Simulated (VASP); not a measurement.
Set up this calculation in VASP 6.6.1, as the native input.

- Task: single point
- Functional: PBE
- Potentials or basis: VASP PAW PBE potentials, release 64 (Ni, Al)
- Cutoff: 520 eV
- k mesh: 11 × 11 × 7
- Occupations: fermi-dirac, width 0.05 eV
- Spin: collinear spin, ferromagnetic start
- Starting moments: [1.0, 0.0] μB
- Dipole correction: no
- Further INCAR settings: ALGO = Fast; EDIFF = 1e-07; NBANDS = 18

The structure of AlNi lies in POSCAR:

```
AlNi
1.0
    2.2695869046     -1.3758306623      0.0000000000
    2.2695869046      1.3758306623      0.0000000000
   -1.3381183338      0.0000000000      3.8283878136
Ni Al
1 1
Direct
    0.5000000000      0.5000000000      0.5000000000
    0.0000000000      0.0000000000      0.0000000000
```

These files were run (other wordings do the same):

INCAR

```
SYSTEM = AlNi
ALGO     = Fast           ! electronic algorithm
EDIFF    = 1E-7           ! SCF threshold, eV
ENCUT    = 520            ! plane-wave cutoff, eV
GGA      = PE             ! functional
ISIF     = 2              ! what is computed and relaxed
ISMEAR   = -1             ! smearing method
ISPIN    = 2              ! spin polarisation
LASPH    = .True.         ! aspherical terms in the spheres
LCHARG   = .False.        ! write CHGCAR
LMAXMIX  = 4              ! l up to which the mixer works
LORBIT   = 11             ! projections on sites
LREAL    = .False.        ! projectors in reciprocal space
LWAVE    = .False.        ! write WAVECAR
MAGMOM   = 1 0            ! initial moments
NBANDS   = 18             ! bands
NELM     = 150            ! most SCF steps
PREC     = Accurate       ! precision mode
SIGMA    = 0.05           ! smearing width, eV
```

KPOINTS

```
k-points
0
Gamma
  11 11 7
  0 0 0
```

Potentials or basis: VASP PAW PBE potentials, release 64 (Ni, Al).

Command:

```sh
$ cat potpaw_PBE.64/Ni/POTCAR potpaw_PBE.64/Al/POTCAR > POTCAR
$ mpirun -np 1 vasp_std > vasp.out
```

It gave:

```yaml
Pressure: 8.7 GPa
Net_moment: 0.00 μB per cell
Valence_electrons_inside_the_program's_atomic_spheres: Ni 9.42; Al 0.85
```

Run time: 88 s on 1 thread of Intel(R) Xeon(R) 6975P-C (Granite Rapids), on a shared host, peak memory 0.26 GiB.
